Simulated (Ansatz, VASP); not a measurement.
**One calculation of GeOs2, two programs**

```
Os Ge
1.0
     0.00000    2.84622    2.84622
     2.84622    0.00000    2.84622
     2.84622    2.84622    0.00000
Os Ge
2 1
Direct
  0.25000 0.25000 0.25000
  0.75000 0.75000 0.75000
  0.00000 0.00000 0.00000
```

Alike in both runs: task single point; functional PBEsol; k mesh 10 × 10 × 10; occupations gaussian, width 0.05 eV; no spin polarisation.

|  | VASP | Ansatz |
| --- | --- | --- |
| version | VASP 6.6.1 | Ansatz 0.2.0 |
| potentials or method | VASP PAW PBE potentials, release 64 (Os, Ge_d), cutoff 520 eV | scalar-relativistic, plane waves, PAW |
| valence electrons in the cell | 30 | 46 |

VASP gave:

* gap on the k mesh at the Fermi level (eV): none
* pressure (GPa): 6.3

Problem. Estimate Ansatz's values.

Solution. gap on the k mesh at the Fermi level (eV): none; pressure (GPa): 5.4.

VASP's potentials were made for PBE, not for PBEsol. A gap of «none» marks a metal or a gap that the smearing closes. VASP's potentials hold 30 valence electrons a cell and Ansatz's 46, so a difference there can come from the potentials and not from the codes.

Neither program's run includes spin-orbit coupling.
